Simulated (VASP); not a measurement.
Write the native input for VASP 6.6.1 that does the following.

```
Task                   : single point
Functional             : PBEsol
Potentials or basis    : VASP PAW PBE potentials, release 64 (Al, Cu)
Cutoff                 : 520 eV
k mesh                 : 18 × 18 × 6
Occupations            : gaussian, width 0.15 eV
Spin                   : no spin polarisation
Dipole correction      : no
Further INCAR settings : ALGO = Fast; EDIFF = 1e-06; NBANDS = 18
```

The structure of Al3Cu lies in POSCAR:

```
Al3Cu
1.0
    2.8422258775      0.0000000000      0.0000000000
    0.0000000000      2.7171401421      0.0000000000
    0.0000000000      0.0000000000      7.6029571177
Al Cu
3 1
Direct
    0.0000000000      0.0000000000      0.5000000000
    0.5000000000      0.5000000000      0.2206884206
    0.5000000000      0.5000000000      0.7793115794
    0.0000000000      0.0000000000      0.0000000000
```

This cell differs from its parent crystal: strain +0.0225 x Voigt [1, -1, 0, 0, 0, 0].

These files were run (other wordings do the same):

INCAR

```
SYSTEM = Al3Cu
PREC = Accurate ; ENCUT = 520
EDIFF = 1E-6 ; ISMEAR = 0
SIGMA = 0.15 ; LREAL = .False.
LASPH = .True. ; NELM = 80
ALGO = Fast ; ISIF = 2
LWAVE = .False. ; LCHARG = .True.
GGA = PS ; LELF = .True.
LVHAR = .True. ; NBANDS = 18
```

KPOINTS

```
Automatic mesh
0
Gamma
  18 18 6
  0 0 0
```

Potentials or basis: VASP PAW PBE potentials, release 64 (Al, Cu).

Command:

```console
$ cat potpaw_PBE.64/Al/POTCAR potpaw_PBE.64/Cu/POTCAR > POTCAR
$ mpirun -np 1 vasp_std > vasp.out
```

Results of the run:

```
Pressure               : 0.4 GPa
Largest force          : 0.048 eV/Å
Band gap on the k mesh : zero (bands 10 and 11 overlap by 6.27 eV)
```

Caveat: the cell differs from its parent crystal (strain +0.0225 x Voigt [1, -1, 0, 0, 0, 0]); the PAW data sets were made with another functional, which shifts forces and pressure a little.

It took 15 min on 1 thread of Intel Xeon 8259CL, on a shared host, peak memory 0.49 GiB.
